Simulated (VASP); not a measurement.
# Ti in VASP: a series of runs, part 2 of 2

VASP 6.6.1.

### 5 Single point, r2SCAN (strain +0.050 along x and y, +0.050 along z)

Contents of POSCAR:

```
Ti
1.0
   -1.7230500000      1.7230500000      1.7230500000
    1.7230500000     -1.7230500000      1.7230500000
    1.7230500000      1.7230500000     -1.7230500000
Ti
1
Direct
    0.0000000000      0.0000000000      0.0000000000
```

Contents of INCAR.step1:

```
PREC = Accurate ; ENCUT = 520
ISMEAR = 0 ; SIGMA = 0.15
LREAL = False ; LASPH = True
NELM = 80 ; NBANDS = 12
GGA = PE ; ALGO = Normal
EDIFF = 1E-4 ; LWAVE = True
LCHARG = False
```

Contents of INCAR.step2:

```
PREC = Accurate ; ENCUT = 520
EDIFF = 1E-6 ; ISMEAR = 0
SIGMA = 0.15 ; LREAL = False
LASPH = True ; NELM = 80
ALGO = Normal ; ISIF = 2
LWAVE = False ; LCHARG = False
METAGGA = R2SCAN ; LMIXTAU = True
NBANDS = 12 ; ISTART = 1
```

Contents of KPOINTS:

```
Automatic mesh
0
Gamma
  20 20 20
```

Potentials or basis: VASP PAW PBE potentials, release 64 (Ti_sv).

Command:

```console
> cat potpaw_PBE.64/Ti_sv/POTCAR > POTCAR
> cp INCAR.step1 INCAR
> mpirun -np 1 vasp_std > vasp.out
> cp INCAR.step2 INCAR
> mpirun -np 1 vasp_std > vasp.out
```

OUTCAR:

```text
PREC = Accurate
   ENCUT = 520
   EDIFF = 1E-6
   ISMEAR = 0
   LREAL = False
   LASPH = True
   NELM = 80
   ISIF = 2
   METAGGA = R2SCAN
   ISTART = 1

 ion  position               nearest neighbor table
   1  0.000  0.000  0.000-

  LATTYP: Found a body centered cubic cell.
 ALAT       =     3.4461000000

  Lattice vectors:

 A1 = (  -1.7230500000,   1.7230500000,   1.7230500000)
 A2 = (   1.7230500000,  -1.7230500000,   1.7230500000)
 A3 = (   1.7230500000,   1.7230500000,  -1.7230500000)

Analysis of symmetry for initial positions (statically):
=====================================================================
 Subroutine PRICEL returns:
 Original cell was already a primitive cell.

 Routine SETGRP: Setting up the symmetry group for a
 body centered cubic supercell.

 Subroutine GETGRP returns: Found 48 space group operations
 (whereof 48 operations were pure point group operations)
 out of a pool of 48 trial point group operations.

The static configuration has the point symmetry O_h .

Analysis of symmetry for dynamics (positions and initial velocities):
=====================================================================
 Subroutine PRICEL returns:
 Original cell was already a primitive cell.

 Routine SETGRP: Setting up the symmetry group for a
 body centered cubic supercell.

 Subroutine GETGRP returns: Found 48 space group operations
 (whereof 48 operations were pure point group operations)
 out of a pool of 48 trial point group operations.

The dynamic configuration has the point symmetry O_h .

 Subroutine INISYM returns: Found 48 space group operations
 (whereof 48 operations are pure point group operations),
 and found     1 'primitive' translations

----------------------------------------------------------------------------------------

                                     Primitive cell

  volume of cell :      20.4623

  direct lattice vectors                    reciprocal lattice vectors
    -1.723050000  1.723050000  1.723050000     0.000000000  0.290183106  0.290183106
     1.723050000 -1.723050000  1.723050000     0.290183106  0.000000000  0.290183106
     1.723050000  1.723050000 -1.723050000     0.290183106  0.290183106  0.000000000

  length of vectors
     2.984410144  2.984410144  2.984410144     0.410380883  0.410380883  0.410380883

  position of ions in fractional coordinates (direct lattice)
     0.000000000  0.000000000  0.000000000

  ion indices of the primitive-cell ions
   primitive index   ion index
                 1           1

----------------------------------------------------------------------------------------

 KPOINTS: Automatic mesh

Automatic generation of k-mesh.
 Grid dimensions read from file:
 generate k-points for:   20   20   20

 Generating k-lattice:

  Cartesian coordinates                     Fractional coordinates (reciprocal lattice)
     0.000000000  0.014509155  0.014509155     0.050000000  0.000000000  0.000000000
     0.014509155  0.000000000  0.014509155     0.000000000  0.050000000  0.000000000
     0.014509155  0.014509155  0.000000000     0.000000000  0.000000000  0.050000000

  Length of vectors
     0.020519044  0.020519044  0.020519044

  Shift w.r.t. Gamma in fractional coordinates (k-lattice)
     0.000000000  0.000000000  0.000000000

 Subroutine IBZKPT returns following result:
 ===========================================

 Found    256 irreducible k-points:

 Following reciprocal coordinates:
            Coordinates               Weight
  0.000000  0.000000  0.000000      1.000000
  0.050000  0.000000  0.000000     12.000000
  0.100000  0.000000  0.000000     12.000000
  0.150000  0.000000  0.000000     12.000000
  0.200000  0.000000  0.000000     12.000000
  0.250000  0.000000  0.000000     12.000000
[... 16 lines left out ...]
  0.200000  0.100000  0.000000     48.000000
  0.250000  0.100000  0.000000     48.000000
 [... further k-points ...]
   k-points           NKPTS =    256   k-points in BZ     NKDIM =    256   number of bands    NBANDS=     12
   number of dos      NEDOS =    301   number of ions     NIONS =      1
   total plane-waves  NPLWV =  13824
   dimension x,y,z NGX =    24 NGY =   24 NGZ =   24
   dimension x,y,z NGXF=    48 NGYF=   48 NGZF=   48
   ions per type =               1
   NGX,Y,Z   is equivalent  to a cutoff of  13.37, 13.37, 13.37 a.u.
   NGXF,Y,Z  is equivalent  to a cutoff of  26.74, 26.74, 26.74 a.u.
 SYSTEM =  unknown system
   PREC   = accura    normal or accurate (medium, high low for compatibility)
   ISTART =      1    job   : 0-new  1-cont  2-samecut
   ICHARG =      0    charge: 1-file 2-atom 10-const
   ISPIN  =      1    spin polarized calculation?
   LNONCOLLINEAR =      F non collinear calculations
   LSORBIT =      F    spin-orbit coupling
   LASPH  =      T    aspherical Exc in radial PAW
   ENCUT  =  520.0 eV  38.22 Ry    6.18 a.u.   5.55  5.55  5.55*2*pi/ulx,y,z
   NELM   =     80;   NELMIN=  2; NELMDL=  0     # of ELM steps
   EDIFF  = 0.1E-05   stopping-criterion for ELM
   LREAL  =      F    real-space projection
[... 7 lines left out ...]
   TEBEG  =    0.0;   TEEND  =   0.0 temperature during run
   PSTRESS=    0.0 pullay stress
   NELECT =      12.0000    total number of electrons
   NUPDOWN=      -1.0000    fix difference up-down
   EMIN   =  10.00;   EMAX   =-10.00  energy-range for DOS
   EFERMI =   0.00;   METHOD = LEGACY
   ISMEAR =     0;   SIGMA  =   0.15  broadening in eV -4-tet -1-fermi 0-gaus
   EFERMI_NEDOS =   21; number of points for ismear=-14 and -15
   IALGO  =     38    algorithm
   IMIX   =      4    mixing-type and parameters
     AMIX     =   0.40;   BMIX     =  1.00
     AMIX_MAG =   1.60;   BMIX_MAG =  1.00
  volume/ion in A,a.u.               =      20.46       138.09
  Fermi-wavevector in a.u.,A,eV,Ry     =   1.370305  2.589502 25.548161  1.877737
  Thomas-Fermi vector in A             =   2.496103
   LORBIT       =      0    0 simple, 1 ext, 2 COOP (PROOUT), +10 PAW based schemes
   METAGGA = R2SCAN    functional components
   LHFCALC =     F    Hartree Fock is set to
   AEXX    =    0.0000 exact exchange contribution
   IVDW    =     0    specifies the selected vdW correction
   LEPSILON=     F    determine dielectric tensor
   LRPA    =     F    only Hartree local field effects (RPA)
 non-spin polarized calculation
 Gauss-broadening in eV      SIGMA  =   0.15
  energy-cutoff  :      520.00
  volume of cell :       20.46
 maximum number of plane-waves:       586
 NGX is ok and might be reduce to    24
   NGX = 11   NGY = 11   NGZ = 11

 number of electron      12.0000001 magnetization

 Free energy of the ion-electron system (eV)
  ---------------------------------------------------
  ext. energy  EPLUGINS =         0.00000000
  ---------------------------------------------------
  free energy    TOTEN  =       -12.66998992 eV

  energy without entropy =      -12.63810500  energy(sigma->0) =      -12.65404746

 E-fermi :   6.5097     XC(G=0): -11.5883

 val. band max:        6.5030006541   @ k =  -0.4000   0.4000   0.1000
 cond. band min:       6.5109485396   @ k =  -0.3500   0.4000   0.0500
 fundamental gap:      0.0079478855
 Fermi energy:         6.5097407889

 k-point     1 :       0.0000    0.0000    0.0000
  band No.  band energies     occupation
      1     -52.7851      2.00000
      2     -27.7299      2.00000
      3     -27.7299      2.00000
      4     -27.7299      2.00000
      5       0.5494      2.00000
      6       7.4709      0.00000
      7       7.4709      0.00000
      8       7.4709      0.00000
      9       8.9212      0.00000
     10       8.9212      0.00000
     11      23.4455      0.00000
     12      23.4456      0.00000

 k-point     2 :       0.0500    0.0000    0.0000
  band No.  band energies     occupation
      1     -52.7834      2.00000
      2     -27.7401      2.00000
      3     -27.7331      2.00000
      4     -27.7300      2.00000
      5       0.6265      2.00000
      6       7.4381      0.00000
      7       7.4616      0.00000
      8       7.5221      0.00000
      9       8.8837      0.00000
     10       8.9231      0.00000
     11      23.2296      0.00000
     12      23.4179      0.00000
[... 316 lines left out ...]
 k-point    24 :       0.2500    0.1000    0.0000
  band No.  band energies     occupation
      1     -52.7372      2.00000
      2     -28.0005      2.00000
      3     -27.8186      2.00000
      4     -27.7445      2.00000
      5       3.1178      2.00000
      6       6.6068      0.35994
      7       6.7016      0.07041
      8       8.6449      0.00000
      9       9.1229      0.00000
     10       9.2476      0.00000
     11      17.6417      0.00000
     12      20.0507      0.00000

 [... further k-points ...]
[... 5 lines left out ...]
  --------------------------------------------------------------------------------------
  -------------------------------------------------------------------------------------
  Total       -1.8088013     -1.8088013     -1.8088013      0.0000000      0.0000000      0.0000000
  in kB     -141.6275735   -141.6275735   -141.6275735      0.0000000      0.0000000      0.0000000
  external PRESSURE =    -141.6275735 kB  Pullay stress =       0.0000000 kB

 VOLUME and BASIS-vectors are now :
 -----------------------------------------------------------------------------
  energy-cutoff  :      520.00
  volume of cell :       20.46
      direct lattice vectors                 reciprocal lattice vectors
    -1.723050000  1.723050000  1.723050000     0.000000000  0.290183106  0.290183106
     1.723050000 -1.723050000  1.723050000     0.290183106  0.000000000  0.290183106
     1.723050000  1.723050000 -1.723050000     0.290183106  0.290183106  0.000000000

 POSITION                                       TOTAL-FORCE (eV/Angst)
 -----------------------------------------------------------------------------------
      0.00000      0.00000      0.00000         0.000000     -0.000000      0.000000
 -----------------------------------------------------------------------------------
    total drift:                                0.000000      0.000000      0.000000

  FREE ENERGIE OF THE ION-ELECTRON SYSTEM (eV)
  ---------------------------------------------------
  free  energy   TOTEN  =       -12.6699899197 eV

  energy  without entropy=      -12.6381049957  energy(sigma->0) =      -12.65404746
```

It took 2.3 min on 1 thread of Intel Xeon 6975P-C (Granite Rapids), shared host; peak memory 0.19 GiB.

Results:

```yaml
Free_energy: -12.6700 eV
Pressure: -14.2 GPa
Band_gap_on_the_k_mesh: zero (bands 6 and 7 overlap by 1.56 eV)
```

Levels at points of the mesh, in eV from the Fermi level:
```tsv
k point	band 2	band 3	band 4	band 5	band 6	band 7	band 8	band 9	band 10	band 11
(0.00, 0.00, 0.00)	-34.24	-34.24	-34.24	-5.96	0.96	0.96	0.96	2.41	2.41	16.94
(0.50, 0.00, 0.00)	-34.64	-34.37	-34.24	-2.20	-0.21	0.56	2.39	2.67	3.62	7.45
(0.50, 0.50, 0.50)	-34.52	-34.52	-34.52	-1.74	-1.74	3.34	3.34	3.34	7.48	7.48
```

Caveat: the cell differs from its parent crystal (strain +0.050 along x and y, +0.050 along z); the cell stands under tension; the PAW data sets were made with another functional, which shifts forces and pressure a little.

### 6 Single point, r2SCAN (strain -0.050 along x and y, -0.025 along z)

Contents of POSCAR:

```
Ti
1.0
   -1.5589500000      1.5589500000      1.5999750000
    1.5589500000     -1.5589500000      1.5999750000
    1.5589500000      1.5589500000     -1.5999750000
Ti
1
Direct
    0.0000000000      0.0000000000      0.0000000000
```

Contents of INCAR.step1:

```
SYSTEM = Ti
ALGO = Normal ; EDIFF = 1E-4
ENCUT = 520 ; GGA = PE
ISMEAR = 0 ; LASPH = .True.
LCHARG = .False. ; LREAL = .False.
LWAVE = .True. ; NBANDS = 12
NELM = 100 ; PREC = Accurate
SIGMA = 0.15
```

Contents of INCAR.step2:

```
SYSTEM = Ti
ALGO = Normal ; EDIFF = 1E-6
ENCUT = 520 ; ISIF = 2
ISMEAR = 0 ; ISTART = 1
LASPH = .True. ; LCHARG = .True.
LELF = .True. ; LMIXTAU = .True.
LREAL = .False. ; LVHAR = .True.
LWAVE = .False. ; METAGGA = R2SCAN
NBANDS = 12 ; NELM = 100
PREC = Accurate ; SIGMA = 0.15
```

Contents of KPOINTS:

```
k-points
0
Gamma
  20 20 20
  0 0 0
```

Potentials or basis: VASP PAW PBE potentials, release 64 (Ti_sv).

Command:

```console
> cat potpaw_PBE.64/Ti_sv/POTCAR > POTCAR
> cp INCAR.step1 INCAR
> mpirun -np 1 vasp_std > vasp.out
> cp INCAR.step2 INCAR
> mpirun -np 1 vasp_std > vasp.out
```

Wall time 5.2 min (1 thread of Intel Xeon 6975P-C (Granite Rapids), shared host); peak memory 0.22 GiB.

It converged, with:

| Quantity | Value |
| --- | --- |
| Free energy | -12.7565 eV |
| Pressure | 13.7 GPa |
| Band gap on the k mesh | zero (bands 6 and 7 overlap by 1.94 eV) |

Stress tensor (GPa, compression positive):
```
13.40  0.00  0.00
 0.00 13.40  0.00
 0.00  0.00 14.16
```

Levels at points of the mesh, in eV from the Fermi level:
| k point | band 3 | band 4 | band 5 | band 6 | band 7 | band 8 | band 9 | band 10 |
| --- | --- | --- | --- | --- | --- | --- | --- | --- |
| (0.00, 0.00, 0.00) | -33.33 | -33.33 | -6.54 | 1.18 | 1.18 | 1.41 | 3.14 | 3.41 |
| (0.50, 0.00, 0.00) | -33.62 | -33.33 | -2.87 | -0.37 | 1.29 | 3.21 | 3.72 | 5.12 |
| (0.50, 0.50, 0.00) | -33.64 | -33.35 | -2.88 | -0.64 | 1.50 | 3.50 | 3.80 | 5.15 |
| (0.50, 0.50, 0.50) | -33.97 | -33.97 | -2.74 | -2.66 | 4.68 | 4.72 | 4.72 | 9.22 |

Caveat: the cell differs from its parent crystal (strain -0.050 along x and y, -0.025 along z); the cell stands under pressure; the PAW data sets were made with another functional, which shifts forces and pressure a little.

### 7 Overview

| cell | gap on the mesh (eV) | pressure (GPa) |
| --- | --- | --- |
| a = 2.700 Å, angles 109.5°, 1 atom | none | 17.8 |
| a = 2.771 Å, angles 109.5°, 1 atom | none | 6.3 |
| a = 2.913 Å, angles 109.5°, 1 atom | none | -9.1 |
| a = 2.984 Å, angles 109.5°, 1 atom | none | -14.2 |
| a = 2.724 Å, angles 110.2, 110.2, 108.1°, 1 atom | none | 13.7 |

Alike in all rows: task single point; level r2SCAN; potentials or basis VASP PAW PBE potentials, release 64 (Ti_sv); no spin polarisation; k mesh 20 × 20 × 20; cutoff (eV) 520; smearing gaussian 0.15 eV.

Caveats: the PAW data sets were made with another functional, which shifts forces and pressure a little; the cell stands under pressure (at least some runs); the cell stands under tension (at least some runs).

Total energies depend on the potentials used, so only differences within one code and one set of settings carry meaning.
